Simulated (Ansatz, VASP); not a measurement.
Two plane-wave programs on N

```
N
1.0
    15.00000    0.00000    0.00000
     0.00000   15.50000    0.00000
     0.00000    0.00000   16.00000
N
2
Direct
  0.50184 0.49902 0.46590
  0.49816 0.50098 0.53410
```

Alike in both runs: functional r2SCAN; k mesh 1 × 1 × 1; occupations gaussian, width 0.005 eV; no spin polarisation.

Ansatz relaxed the structure, and its values are those at the end. VASP's run is a single point on that final structure, the one shown.

|  | VASP | Ansatz |
| --- | --- | --- |
| version | VASP 6.6.1 | Ansatz 0.2.0 |
| potentials or method | VASP PAW PBE potentials, release 64 (N), cutoff 520 eV | scalar-relativistic, plane waves, PAW |
| valence electrons in the cell | 10 | 10 |

|  | VASP | Ansatz | Ansatz less VASP |
| --- | --- | --- | --- |
| gap on the k mesh at the Fermi level (eV) | 9.09 | 9.12 | +0.030 |
| rms of the force components (eV/Å) | 1.336 | 0.003 | -1.3332 |

VASP's potentials were made for PBE, not for r2SCAN. One of these differences is far larger than is usual between the two programs; its cause wasn't traced.

Noted on VASP's run: the standard files for N, O and F lose accuracy on very short bonds.
